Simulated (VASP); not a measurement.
A run of VASP 6.6.1 is set up as follows.

File INCAR:

```
SYSTEM = SrO
  PREC = Accurate
  ENCUT = 600
  EDIFF = 1E-6
  ISMEAR = 0
  SIGMA = 0.05
  LREAL = .False.
  LASPH = .True.
  NELM = 60
  ALGO = Normal
  ISIF = 4
  LWAVE = .False.
  LCHARG = .False.
  GGA = PS
  IBRION = 2
  NSW = 60
  EDIFFG = -0.01
```

The input KPOINTS:

```
Automatic mesh
0
Gamma
  8 8 10
  0 0 0
```

POSCAR

```
SrO
1.0
    4.3435915697      0.0000000000      0.0000000000
    0.0000000000      4.3435915697      0.0000000000
    0.0000000000      0.0000000000      3.3477177753
Sr O
2 2
Direct
    0.5000000000      0.0000000000      0.3070433854
    0.0000000000      0.5000000000      0.6929566146
    0.0000000000      0.0000000000      0.0000000000
    0.5000000000      0.5000000000      0.0000000000
```

Potentials or basis: VASP PAW PBE potentials, release 64 (Sr_sv, O).

Run with:

```bash
$ cat potpaw_PBE.64/Sr_sv/POTCAR potpaw_PBE.64/O/POTCAR > POTCAR
$ mpirun -np 1 vasp_std > vasp.out
```

(1) Estimate the band gap on the k mesh.

Results:

(1) 3.54 eV (least direct gap 3.59 eV).
